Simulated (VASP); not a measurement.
# Ce (Cmcm) in VASP: further runs

Ce is run at these levels: PBEsol; tasks: single point.

All numbers are computed with VASP 6.6.1; they aren't measurements. Logs are shortened: lines on timing, memory, paths and dates and some standing lists are left out, and cuts for length are marked.

### Step 1. The cell of the first run

Symmetry: Cmcm, No. 63, orthorhombic system. Conventional cell: a = 3.094 Å, b = 6.007 Å, c = 5.246 Å, α = 90.00°, β = 90.00°, γ = 90.00°. Ce (site symmetry m2m) has 12 Ce at 2.91 to 3.51 Å within 3.8 Å.

### Step 2. Single point, PBEsol, collinear spin, ferromagnetic start

INCAR reads:

```
ALGO = Normal ; EDIFF = 1E-6
ENCUT = 520 ; GGA = PS
ISIF = 2 ; ISMEAR = -1
ISPIN = 2 ; LASPH = True
LCHARG = True ; LELF = True
LMAXMIX = 6 ; LORBIT = 11
LREAL = False ; LVHAR = True
LWAVE = False ; MAGMOM = 1 1
NBANDS = 23 ; NELM = 150
PREC = Accurate ; SIGMA = 0.05
```

KPOINTS reads:

```
k-points
0
Gamma
  11 11 6
```

POSCAR reads:

```
Ce
1.0
    1.5470000000     -3.0035000000      0.0000000000
    1.5470000000      3.0035000000      0.0000000000
    0.0000000000      0.0000000000      5.2460000000
Ce
2
Direct
    0.8950000000      0.1050000000      0.7500000000
    0.1050000000      0.8950000000      0.2500000000
```

Potentials or basis: VASP PAW PBE potentials, release 64 (Ce).

Run with:

```console
$ cat potpaw_PBE.64/Ce/POTCAR > POTCAR
$ mpirun -np 1 vasp_std > vasp.out
```

OUTCAR:

```text
EDIFF = 1E-6
   ENCUT = 520
   GGA = PS
   ISIF = 2
   ISMEAR = -1
   ISPIN = 2
   LASPH = True
   LORBIT = 11
   LREAL = False
   NELM = 150
   PREC = Accurate

 ion  position               nearest neighbor table
   1  0.895  0.105  0.750-   2 2.91   2 2.91
   2  0.105  0.895  0.250-   1 2.91   1 2.91

  LATTYP: Found a base centered orthorhombic cell.
 ALAT       =     3.0940000000
 B/A-ratio  =     1.9414996768
 C/A-ratio  =     1.6955397544

  Lattice vectors:

 A1 = (   1.5470000000,  -3.0035000000,   0.0000000000)
 A2 = (   1.5470000000,   3.0035000000,   0.0000000000)
 A3 = (   0.0000000000,   0.0000000000,   5.2460000000)

Analysis of symmetry for initial positions (statically):
=====================================================================
 Subroutine PRICEL returns:
 Original cell was already a primitive cell.

 Routine SETGRP: Setting up the symmetry group for a
 base centered orthorhombic supercell.

 Subroutine GETGRP returns: Found  8 space group operations
 (whereof  4 operations were pure point group operations)
 out of a pool of  8 trial point group operations.

The static configuration has the point symmetry C_2h.
 The point group associated with its full space group is D_2h.

Analysis of symmetry for dynamics (positions and initial velocities):
=====================================================================
 Subroutine PRICEL returns:
 Original cell was already a primitive cell.

 Routine SETGRP: Setting up the symmetry group for a
 base centered orthorhombic supercell.

 Subroutine GETGRP returns: Found  8 space group operations
 (whereof  4 operations were pure point group operations)
 out of a pool of  8 trial point group operations.

The dynamic configuration has the point symmetry C_2h.
 The point group associated with its full space group is D_2h.

Analysis of structural, dynamic, and magnetic symmetry:
=====================================================================
 Subroutine PRICEL returns:
 Original cell was already a primitive cell.

 Routine SETGRP: Setting up the symmetry group for a
 base centered orthorhombic supercell.

 Subroutine GETGRP returns: Found  8 space group operations
 (whereof  4 operations were pure point group operations)
 out of a pool of  8 trial point group operations.

The overall configuration has the point symmetry C_2h.
 The point group associated with its full space group is D_2h.
[... 115 lines left out ...]
   EFERMI_NEDOS =   21; number of points for ismear=-14 and -15
   IALGO  =     38    algorithm
   IMIX   =      4    mixing-type and parameters
     AMIX     =   0.40;   BMIX     =  1.00
     AMIX_MAG =   1.60;   BMIX_MAG =  1.00
  volume/ion in A,a.u.               =      24.38       164.49
  Fermi-wavevector in a.u.,A,eV,Ry     =   1.292667  2.442786 22.735155  1.670987
  Thomas-Fermi vector in A             =   2.424360
   LORBIT       =     11    0 simple, 1 ext, 2 COOP (PROOUT), +10 PAW based schemes
   GGA     = PS    functional components
   LHFCALC =     F    Hartree Fock is set to
   AEXX    =    0.0000 exact exchange contribution
   IVDW    =     0    specifies the selected vdW correction
   LEPSILON=     F    determine dielectric tensor
   LRPA    =     F    only Hartree local field effects (RPA)
 spin polarized calculation
  energy-cutoff  :      520.00
  volume of cell :       48.75
 maximum number of plane-waves:      1333
 NGX is ok and might be reduce to    28
   NGX = 13   NGY = 13   NGZ = 19

 number of electron      23.9999999 magnetization       0.0215769

 number of electron      23.9999999 magnetization      -0.0012065

 Free energy of the ion-electron system (eV)
  ---------------------------------------------------
  ext. energy  EPLUGINS =         0.00000000
  ---------------------------------------------------
  free energy    TOTEN  =       -13.16496714 eV

  energy without entropy =      -13.12225697  energy(sigma->0) =      -13.14361206

 E-fermi :  10.0188     XC(G=0): -11.8225

 val. band max:       10.0156830910   @ k =   0.1818   0.0909   0.3333
 cond. band min:      10.0263388317   @ k =  -0.4545   0.0909   0.3333
 fundamental gap:      0.0106557407
 Fermi energy:        10.0187772429

 spin component 1

 k-point     1 :       0.0000    0.0000    0.0000
  band No.  band energies     occupation
      1     -24.8329      1.00000
      2     -23.9557      1.00000
      3      -9.3092      1.00000
      4      -6.3393      1.00000
      5      -5.6574      1.00000
      6      -5.5628      1.00000
[... 613 lines left out ...]
     22      11.0761      0.00000
     23      11.1948      0.00000

 [... further k-points ...]

 spin component 2

 k-point     1 :       0.0000    0.0000    0.0000
  band No.  band energies     occupation
      1     -24.8331      1.00000
      2     -23.9559      1.00000
      3      -9.3094      1.00000
      4      -6.3395      1.00000
      5      -5.6576      1.00000
      6      -5.5630      1.00000
[... 613 lines left out ...]
     22      11.0758      0.00000
     23      11.1921      0.00000

 [... further k-points ...]
[... 5 lines left out ...]
  --------------------------------------------------------------------------------------
  -------------------------------------------------------------------------------------
  Total       -0.3334734     -0.4578870     -0.5824372      0.0000000      0.0000000      0.0000000
  in kB      -10.9596227    -15.0484825    -19.1418284      0.0000000      0.0000000      0.0000000
  external PRESSURE =     -15.0499779 kB  Pullay stress =       0.0000000 kB

 VOLUME and BASIS-vectors are now :
 -----------------------------------------------------------------------------
  energy-cutoff  :      520.00
  volume of cell :       48.75
      direct lattice vectors                 reciprocal lattice vectors
     1.547000000 -3.003500000  0.000000000     0.323206206 -0.166472449  0.000000000
     1.547000000  3.003500000  0.000000000     0.323206206  0.166472449  0.000000000
     0.000000000  0.000000000  5.246000000     0.000000000  0.000000000  0.190621426

 POSITION                                       TOTAL-FORCE (eV/Angst)
 -----------------------------------------------------------------------------------
      1.54700     -2.37277      3.93450         0.000000     -0.191569     -0.000000
      1.54700      2.37277      1.31150         0.000000      0.191569      0.000000
 -----------------------------------------------------------------------------------
    total drift:                                0.000000      0.000000     -0.000000

  FREE ENERGIE OF THE ION-ELECTRON SYSTEM (eV)
  ---------------------------------------------------
  free  energy   TOTEN  =       -13.1649671393 eV

  energy  without entropy=      -13.1222569731  energy(sigma->0) =      -13.14361206

 total charge

# of ion       s       p       d       f       tot
--------------------------------------------------
    1        2.058   5.539   1.407   1.049  10.053
    2        2.058   5.539   1.407   1.049  10.053
--------------------------------------------------
tot          4.115  11.079   2.814   2.099  20.107

 magnetization (x)

# of ion       s       p       d       f       tot
--------------------------------------------------
    1        0.000  -0.000  -0.000  -0.000  -0.000
    2        0.000  -0.000  -0.000  -0.000  -0.000
--------------------------------------------------
tot          0.000  -0.000  -0.000  -0.000  -0.000
```

OSZICAR:

```text
N       E                     dE             d eps       ncg     rms          rms(c)
DAV:   1     0.236841446293E+03    0.23684E+03   -0.94490E+03 13384   0.133E+03
DAV:   2     0.175722040397E+02   -0.21927E+03   -0.20659E+03 16568   0.254E+02
DAV:   3    -0.129391151606E+02   -0.30511E+02   -0.29006E+02 17800   0.102E+02
DAV:   4    -0.143269861538E+02   -0.13879E+01   -0.13650E+01 24792   0.210E+01
DAV:   5    -0.144219526940E+02   -0.94967E-01   -0.94770E-01 22170   0.559E+00    0.187E+01
DAV:   6    -0.138605418330E+02    0.56141E+00   -0.21338E+01 19250   0.233E+01    0.706E+00
DAV:   7    -0.134245247247E+02    0.43602E+00   -0.11817E+01 23003   0.222E+01    0.840E+00
DAV:   8    -0.131368875045E+02    0.28764E+00   -0.22394E+00 21878   0.847E+00    0.936E-01
DAV:   9    -0.131607911993E+02   -0.23904E-01   -0.18378E-01 23845   0.196E+00    0.659E-01
DAV:  10    -0.131649976777E+02   -0.42065E-02   -0.24405E-02 22705   0.630E-01    0.608E-01
DAV:  11    -0.131652304954E+02   -0.23282E-03   -0.47639E-03 23938   0.435E-01    0.392E-01
DAV:  12    -0.131649994165E+02    0.23108E-03   -0.17181E-03 23516   0.270E-01    0.132E-01
DAV:  13    -0.131649696287E+02    0.29788E-04   -0.51670E-04 24065   0.140E-01    0.432E-02
DAV:  14    -0.131649655896E+02    0.40391E-05   -0.25956E-05 22812   0.330E-02    0.206E-02
DAV:  15    -0.131649669099E+02   -0.13203E-05   -0.52686E-06 19590   0.160E-02    0.694E-03
DAV:  16    -0.131649671393E+02   -0.22947E-06   -0.59145E-07 12109   0.584E-03
   1 F= -.13164967E+02 E0= -.13143612E+02  d E =-.427102E-01  mag=    -0.0002
```

Run time: 5.3 min. Hardware: 1 thread of Intel Xeon 6975P-C (Granite Rapids), shared host; peak memory 0.39 GiB.

What came out:

| Quantity | Value |
| --- | --- |
| Free energy | -13.1650 eV |
| Pressure | -1.5 GPa |
| Largest force | 0.192 eV/Å |
| Band gap on the k mesh | zero (filled and empty bands overlap) |
| Net moment | 0.00 μB per cell |
| Valence electrons inside the program's atomic spheres | Ce 10.05 |

Forces on the atoms (eV/Å):
```
Ce   0.000 -0.192  0.000
Ce   0.000  0.192  0.000
```

Levels at points of the mesh, in eV from the Fermi level:
Spin up:
```csv
k point,band 9,band 10,band 11,band 12,band 13,band 14,band 15,band 16
"(0.00, 0.00, 0.00)",-2.51,-1.97,-0.16,0.04,0.05,0.16,0.35,0.74
"(0.00, 0.00, 0.50)",-1.70,-1.70,-0.11,-0.11,0.19,0.19,0.68,0.68
```
Spin down:
| k point | band 10 | band 11 | band 12 | band 13 | band 14 | band 15 |
| --- | --- | --- | --- | --- | --- | --- |
| (0.00, 0.00, 0.00) | -1.97 | -0.16 | 0.04 | 0.04 | 0.16 | 0.35 |
| (0.00, 0.00, 0.50) | -1.70 | -0.11 | -0.11 | 0.19 | 0.19 | 0.68 |

Caveat: the magnetic or orbital state may not be the lowest; the PAW data sets were made with another functional, which shifts forces and pressure a little; spin-orbit coupling is left out, which moves the levels of the heavy elements. The state reached can hang on the start; a lower one may exist.

### Step 3. Single point, PBEsol

INCAR reads:

```
SYSTEM = Ce
PREC = Accurate ; ENCUT = 520
EDIFF = 1E-6 ; ISMEAR = -1
SIGMA = 0.05 ; LREAL = .False.
LASPH = .True. ; NELM = 100
ALGO = Normal ; ISIF = 2
LWAVE = .False. ; LCHARG = .False.
GGA = PS ; NBANDS = 19
```

KPOINTS reads:

```
Automatic mesh
0
Gamma
  11 11 6
  0 0 0
```

POSCAR is that of step 2.

Potentials or basis: VASP PAW PBE potentials, release 64 (Ce).

Run with:

```console
$ cat potpaw_PBE.64/Ce/POTCAR > POTCAR
$ mpirun -np 1 vasp_std > vasp.out
```

OUTCAR:

```text
SYSTEM = Ce
   PREC = Accurate
   ENCUT = 520
   EDIFF = 1E-6
   ISMEAR = -1
   LREAL = .False.
   LASPH = .True.
   NELM = 100
   ISIF = 2
   GGA = PS

 ion  position               nearest neighbor table
   1  0.895  0.105  0.750-   2 2.91   2 2.91
   2  0.105  0.895  0.250-   1 2.91   1 2.91

  LATTYP: Found a base centered orthorhombic cell.
 ALAT       =     3.0940000000
 B/A-ratio  =     1.9414996768
 C/A-ratio  =     1.6955397544

  Lattice vectors:

[... 191 lines left out ...]
      3      -9.3093      2.00000
      4      -6.3393      2.00000
      5      -5.6573      2.00000
      6      -5.5629      2.00000
[... 505 lines left out ...]
      6      -5.7859      2.00000
[... 11 lines left out ...]
     18      10.8533      0.00000
     19      10.8937      0.00000

 [... further k-points ...]
[... 5 lines left out ...]
  --------------------------------------------------------------------------------------
  -------------------------------------------------------------------------------------
  Total       -0.3570946     -0.4774781     -0.6016722      0.0000000      0.0000000      0.0000000
  in kB      -11.7359318    -15.6923444    -19.7739891      0.0000000      0.0000000      0.0000000
  external PRESSURE =     -15.7340884 kB  Pullay stress =       0.0000000 kB

 VOLUME and BASIS-vectors are now :
 -----------------------------------------------------------------------------
  energy-cutoff  :      520.00
  volume of cell :       48.75
      direct lattice vectors                 reciprocal lattice vectors
     1.547000000 -3.003500000  0.000000000     0.323206206 -0.166472449  0.000000000
     1.547000000  3.003500000  0.000000000     0.323206206  0.166472449  0.000000000
     0.000000000  0.000000000  5.246000000     0.000000000  0.000000000  0.190621426

 POSITION                                       TOTAL-FORCE (eV/Angst)
 -----------------------------------------------------------------------------------
      1.54700     -2.37277      3.93450         0.000000     -0.191452     -0.000000
      1.54700      2.37277      1.31150         0.000000      0.191452      0.000000
 -----------------------------------------------------------------------------------
    total drift:                                0.000000      0.000000     -0.000000

  FREE ENERGIE OF THE ION-ELECTRON SYSTEM (eV)
  ---------------------------------------------------
  free  energy   TOTEN  =       -13.1649675476 eV

  energy  without entropy=      -13.1222737924  energy(sigma->0) =      -13.14362067
```

It took 2.2 min on 1 thread of Intel Xeon 6975P-C (Granite Rapids), shared host; peak memory 0.29 GiB.

What came out:

```yaml
Free_energy: -13.1650 eV
Pressure: -1.6 GPa
Largest_force: 0.191 eV/Å
Band_gap_on_the_k_mesh: zero (band 12 reaches 10.30 eV, above the bottom of band 13 at 9.57 eV)
```

Forces in eV/Å, atoms in the order of the input:
```
Ce   0.000 -0.191  0.000
Ce   0.000  0.191  0.000
```

Caveat: the PAW data sets were made with another functional, which shifts forces and pressure a little; spin-orbit coupling is left out, which moves the levels of the heavy elements.

[end of part 1 of 2]
